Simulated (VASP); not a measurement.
Al2Cu, 6 atoms in the cell. The structure is tetragonal, space group I4/mmm (No. 139). Conventional cell: a = 4.117 Å, b = 4.117 Å, c = 5.383 Å, α = 90.00°, β = 90.00°, γ = 90.00°. Al (site symmetry -4m2) has 4 Cu at 2.46 Å and 6 Al at 2.69 to 2.91 Å within 3.2 Å. Cu (site symmetry 4/mmm) has 8 Al at 2.46 Å within 3.2 Å.  This cell differs from its parent crystal: uniaxial strain along c: -6.0 %, then relaxed in part.

| Item | Value |
| --- | --- |
| Program | VASP 6.6.1 |
| Task | single point |
| Functional | PBEsol |
| Potentials or basis | VASP PAW PBE potentials, release 64 (Al, Cu) |
| Cutoff | 520 eV |
| k mesh | 10 × 10 × 6 |
| Occupations | gaussian, width 0.1 eV |
| Spin | no spin polarisation |
| Dipole correction | no |
| Further INCAR settings | ALGO = Fast; EDIFF = 1e-07; NBANDS = 26 |

Potentials or basis: VASP PAW PBE potentials, release 64 (Al, Cu).

Command:

```console
$ cat potpaw_PBE.64/Al/POTCAR potpaw_PBE.64/Cu/POTCAR > POTCAR
$ mpirun -np 1 vasp_std > vasp.out
```

Hardware: 1 thread of Intel(R) Xeon(R) Platinum 8259CL CPU @ 2.50GHz (Skylake/Cascade Lake), on a shared host.

Estimate the wall time of this run.

Run time: 5.4 min on 1 thread of Intel(R) Xeon(R) Platinum 8259CL CPU @ 2.50GHz (Skylake/Cascade Lake), with other jobs on the host, peak memory 0.31 GiB. Counts: scf iterations 27, k points 84.
